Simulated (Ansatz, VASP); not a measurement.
## Ag: VASP beside Ansatz

```
Ag
1.0
     2.93000    0.00000    0.00000
    -1.46500    2.53745    0.00000
     0.00000    0.00000    4.79000
Ag
2
Direct
  0.66667 0.33333 0.75000
  0.33333 0.66667 0.25000
```

Alike in both runs: functional PBE-based screened hybrid with a share of 0.25 of exact exchange and HFSCREEN = 0.3; k mesh 5 × 5 × 3; occupations fermi-dirac, width 0.05 eV; no spin polarisation.

```csv
,VASP,Ansatz
version,VASP 6.6.1,Ansatz 0.2.0
potentials or method,"VASP PAW PBE potentials, release 64 (Ag)",Ansatz PAW
plane-wave cutoff (eV),520,420
valence electrons in the cell,22,38
task,single point,band structure
```

|  | VASP | Ansatz | Ansatz less VASP |
| --- | --- | --- | --- |
| gap on the k mesh at the Fermi level (eV) | none | none | - |
| pressure (GPa) | -0.7 | -0.7 | -0.03 |
| traceless stress, the component that is largest in VASP (GPa) | 1.34 | 1.35 | +0.004 |

VASP's potentials were made for PBE, not for PBE-based screened hybrid. A gap of «none» marks a metal or a gap that the smearing closes. The functional is the same, so the differences come from potentials, cutoffs and numerics. VASP's potentials hold 22 valence electrons a cell and Ansatz's 38, so a difference there can come from the potentials and not from the codes.

The k mesh is coarse, so the values compare programs but aren't converged.
